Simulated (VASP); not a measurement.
# TiAl (Cmmm) in VASP: a series of runs

TiAl is run at these levels: PBEsol; tasks: single point.

Program: VASP 6.6.1. These are calculated values, not measurements. Logs are shortened: lines on timing, memory, paths and dates and some standing lists are left out, and cuts for length are marked.

## (1) The cell of the first run

It takes space group Cmmm (No. 65, orthorhombic). Conventional cell: a = 4.430 Å, b = 4.497 Å, c = 3.156 Å, α = 90.00°, β = 90.00°, γ = 90.00°. Within 3.6 Å of Ti (site symmetry mmm) lie 8 Al at 2.72 to 2.75 Å and 6 Ti at 3.16 Å. Within 3.6 Å of Al (site symmetry mmm) lie 8 Ti at 2.72 to 2.75 Å and 6 Al at 3.16 Å.

## (2) Single point, PBEsol (strain +0.0150 x Voigt [0, 0, 0, 1, 0, 0])

INCAR reads:

```
SYSTEM = TiAl
PREC     = Accurate       ! precision mode
ENCUT    = 520            ! plane-wave cutoff, eV
EDIFF    = 1E-6           ! SCF threshold, eV
ISMEAR   = 0              ! smearing method
SIGMA    = 0.15           ! smearing width, eV
LREAL    = .False.        ! projectors in reciprocal space
LASPH    = .True.         ! aspherical terms in the spheres
NELM     = 80             ! most SCF steps
ALGO     = Fast           ! electronic algorithm
ISIF     = 2              ! what is computed and relaxed
LWAVE    = .False.        ! write WAVECAR
LCHARG   = .False.        ! write CHGCAR
GGA      = PS             ! functional
NBANDS   = 14             ! bands
```

KPOINTS reads:

```
regular mesh
0
Gamma
  20 20 20
  0 0 0
```

POSCAR reads:

```
TiAl
1.0
    3.1564740774      0.0000000000      0.0000000000
    0.0000000000      3.1564740774      0.0236735556
    0.0000000000      0.0236735556      3.1564740774
Ti Al
1 1
Direct
    0.0000000000      0.0000000000      0.0000000000
    0.5000000000      0.5000000000      0.5000000000
```

Potentials or basis: VASP PAW PBE potentials, release 64 (Ti_sv, Al).

The run is started by

```console
> cat potpaw_PBE.64/Ti_sv/POTCAR potpaw_PBE.64/Al/POTCAR > POTCAR
> mpirun -np 1 vasp_std > vasp.out
```

OUTCAR:

```text
SYSTEM = TiAl
   PREC = Accurate
   ENCUT = 520
   EDIFF = 1E-6
   ISMEAR = 0
   LREAL = .False.
   LASPH = .True.
   NELM = 80
   ISIF = 2
   GGA = PS

 ion  position               nearest neighbor table
   1  0.000  0.000  0.000-   2 2.72   2 2.72   2 2.72   2 2.72   2 2.75   2 2.75   2 2.75   2 2.75

   2  0.500  0.500  0.500-   1 2.72   1 2.72   1 2.72   1 2.72   1 2.75   1 2.75   1 2.75   1 2.75

  LATTYP: Found a base centered orthorhombic cell.
 ALAT       =     4.4304489861
 B/A-ratio  =     1.0151133501
 C/A-ratio  =     0.7124501574

  Lattice vectors:

 A1 = (   0.0000000000,  -0.0236735556,  -3.1564740774)
 A2 = (   0.0000000000,   3.1564740774,   0.0236735556)
 A3 = (   3.1564740774,   0.0000000000,   0.0000000000)

Analysis of symmetry for initial positions (statically):
=====================================================================
 Subroutine PRICEL returns:
 Original cell was already a primitive cell.

 Routine SETGRP: Setting up the symmetry group for a
 base centered orthorhombic supercell.

 Subroutine GETGRP returns: Found  8 space group operations
 (whereof  8 operations were pure point group operations)
 out of a pool of  8 trial point group operations.

The static configuration has the point symmetry D_2h.

Analysis of symmetry for dynamics (positions and initial velocities):
=====================================================================
 Subroutine PRICEL returns:
 Original cell was already a primitive cell.

 Routine SETGRP: Setting up the symmetry group for a
 base centered orthorhombic supercell.

 Subroutine GETGRP returns: Found  8 space group operations
 (whereof  8 operations were pure point group operations)
 out of a pool of  8 trial point group operations.

The dynamic configuration has the point symmetry D_2h.

 Subroutine INISYM returns: Found  8 space group operations
 (whereof  8 operations are pure point group operations),
 and found     1 'primitive' translations

----------------------------------------------------------------------------------------

                                     Primitive cell

  volume of cell :      31.4472

  direct lattice vectors                    reciprocal lattice vectors
     3.156474077  0.000000000  0.000000000     0.316809191  0.000000000  0.000000000
     0.000000000  3.156474077  0.023673556     0.000000000  0.316827013 -0.002376203
     0.000000000  0.023673556  3.156474077     0.000000000 -0.002376203  0.316827013

[... 94 lines left out ...]
   NELECT =      15.0000    total number of electrons
   NUPDOWN=      -1.0000    fix difference up-down
   EMIN   =  10.00;   EMAX   =-10.00  energy-range for DOS
   EFERMI =   0.00;   METHOD = LEGACY
   ISMEAR =     0;   SIGMA  =   0.15  broadening in eV -4-tet -1-fermi 0-gaus
   EFERMI_NEDOS =   21; number of points for ismear=-14 and -15
   IALGO  =     68    algorithm
   IMIX   =      4    mixing-type and parameters
     AMIX     =   0.40;   BMIX     =  1.00
     AMIX_MAG =   1.60;   BMIX_MAG =  1.00
  volume/ion in A,a.u.               =      15.72       106.11
  Fermi-wavevector in a.u.,A,eV,Ry     =   1.279120  2.417186 22.261132  1.636147
  Thomas-Fermi vector in A             =   2.411623
   LORBIT       =      0    0 simple, 1 ext, 2 COOP (PROOUT), +10 PAW based schemes
   GGA     = PS    functional components
   LHFCALC =     F    Hartree Fock is set to
   AEXX    =    0.0000 exact exchange contribution
   IVDW    =     0    specifies the selected vdW correction
   LEPSILON=     F    determine dielectric tensor
   LRPA    =     F    only Hartree local field effects (RPA)
 non-spin polarized calculation
 RMM-DIIS sequential band-by-band and
 Gauss-broadening in eV      SIGMA  =   0.15
  energy-cutoff  :      520.00
  volume of cell :       31.45
 maximum number of plane-waves:       876
 NGX is ok and might be reduce to    24
   NGX = 11   NGY = 11   NGZ = 11

 number of electron      14.9999993 magnetization

 Free energy of the ion-electron system (eV)
  ---------------------------------------------------
  ext. energy  EPLUGINS =         0.00000000
  ---------------------------------------------------
  free energy    TOTEN  =       -12.97934665 eV

  energy without entropy =      -12.95204578  energy(sigma->0) =      -12.96569621

 E-fermi :   8.9014     XC(G=0): -11.2829

 val. band max:        8.9009747977   @ k =   0.3000  -0.3500   0.1500
 cond. band min:       8.9019978692   @ k =   0.2000   0.4000   0.3000
 fundamental gap:      0.0010230714
 Fermi energy:         8.9013860105

 k-point     1 :       0.0000    0.0000    0.0000
  band No.  band energies     occupation
      1     -47.7166      2.00000
      2     -24.0236      2.00000
      3     -24.0168      2.00000
      4     -24.0102      2.00000
      5      -0.4483      2.00000
      6       7.4168      2.00000
      7       7.4184      2.00000
      8      10.7096      0.00000
      9      10.7383      0.00000
     10      10.7716      0.00000
     11      13.4034      0.00000
     12      13.4252      0.00000
     13      13.4511      0.00000
     14      17.8734      0.00000
[... 377 lines left out ...]
      1     -47.7146      2.00000
      2     -24.0367      2.00000
      3     -24.0198      2.00000
      4     -24.0129      2.00000
      5      -0.2456      2.00000
      6       7.3453      2.00000
      7       7.4819      2.00000
      8      10.3831      0.00000
      9      10.4628      0.00000
     10      10.7132      0.00000
     11      12.9045      0.00000
     12      13.6252      0.00000
     13      13.9066      0.00000
     14      17.7575      0.00000

 [... further k-points ...]

------------------------ aborting loop because EDIFF is reached ----------------------------------------

  FORCE on cell =-STRESS in cart. coord.  units (eV):
  Direction    XX          YY          ZZ          XY          YZ          ZX
  --------------------------------------------------------------------------------------
  -------------------------------------------------------------------------------------
  Total        0.0239819      0.0165623      0.0165623      0.0000000     -0.2184429      0.0000000
  in kB        1.2218312      0.8438169      0.8438169      0.0000000    -11.1292595      0.0000000
  external PRESSURE =       0.9698217 kB  Pullay stress =       0.0000000 kB

 VOLUME and BASIS-vectors are now :
 -----------------------------------------------------------------------------
  energy-cutoff  :      520.00
  volume of cell :       31.45
      direct lattice vectors                 reciprocal lattice vectors
     3.156474077  0.000000000  0.000000000     0.316809191  0.000000000  0.000000000
     0.000000000  3.156474077  0.023673556     0.000000000  0.316827013 -0.002376203
     0.000000000  0.023673556  3.156474077     0.000000000 -0.002376203  0.316827013

 POSITION                                       TOTAL-FORCE (eV/Angst)
 -----------------------------------------------------------------------------------
      0.00000      0.00000      0.00000         0.000000      0.000000      0.000000
      1.57824      1.59007      1.59007         0.000000     -0.000000      0.000000
 -----------------------------------------------------------------------------------
    total drift:                                0.000000      0.000000      0.000000

  FREE ENERGIE OF THE ION-ELECTRON SYSTEM (eV)
  ---------------------------------------------------
  free  energy   TOTEN  =       -12.9793466463 eV

  energy  without entropy=      -12.9520457762  energy(sigma->0) =      -12.96569621
```

OSZICAR:

```text
N       E                     dE             d eps       ncg     rms          rms(c)
DAV:   1     0.997366632511E+02    0.99737E+02   -0.71050E+03 34244   0.109E+03
DAV:   2    -0.908943143943E+01   -0.10883E+03   -0.10482E+03 35232   0.301E+02
DAV:   3    -0.145425731414E+02   -0.54531E+01   -0.52871E+01 51762   0.648E+01
[... 17 lines left out ...]
RMM:  21    -0.129793417274E+02   -0.23377E-05   -0.22529E-05 39679   0.164E-02    0.223E-03
RMM:  22    -0.129793438535E+02   -0.21261E-05   -0.22026E-05 34357   0.137E-02    0.759E-04
RMM:  23    -0.129793450025E+02   -0.11489E-05   -0.11458E-05 33850   0.117E-02    0.252E-04
RMM:  24    -0.129793460860E+02   -0.10835E-05   -0.11475E-05 30499   0.988E-03    0.281E-04
RMM:  25    -0.129793466463E+02   -0.56031E-06   -0.60249E-06 31012   0.919E-03
   1 F= -.12979347E+02 E0= -.12965696E+02  d E =-.273009E-01
```

stdout:

```text
POSCAR found type information on POSCAR TiAl
 POSCAR found :  2 types and       2 ions
 scaLAPACK will be used
 -----------------------------------------------------------------------------
|                                                                             |
|                                                                             |
[... 29 lines left out ...]
WARNING in EDDRMM: call to ZHEGV failed, returncode =   6  3      6
WARNING in EDDRMM: call to ZHEGV failed, returncode =   6  3     12
WARNING in EDDRMM: call to ZHEGV failed, returncode =   8  4      5
WARNING in EDDRMM: call to ZHEGV failed, returncode =   8  4     13
WARNING in EDDRMM: call to ZHEGV failed, returncode =   6  3      5
WARNING in EDDRMM: call to ZHEGV failed, returncode =   6  3      5
WARNING in EDDRMM: call to ZHEGV failed, returncode =   6  3      5
WARNING in EDDRMM: call to ZHEGV failed, returncode =   6  3      5
```

Wall time 5.7 min (1 thread of Intel Xeon Platinum 8488C (Sapphire Rapids), shared host); peak memory 0.62 GiB.

Results:

```yaml
Free_energy: -12.9793 eV
Pressure: 0.1 GPa
Band_gap_on_the_k_mesh: zero (an odd number of electrons rules out a gap without spin polarisation)
```

Stress tensor (GPa, compression positive):
```
 0.12  0.00  0.00
 0.00  0.08 -1.11
 0.00 -1.11  0.08
```

Caveat: the cell differs from its parent crystal (strain +0.0150 x Voigt [0, 0, 0, 1, 0, 0]); the PAW data sets were made with another functional, which shifts forces and pressure a little.

[end of part 1 of 2]
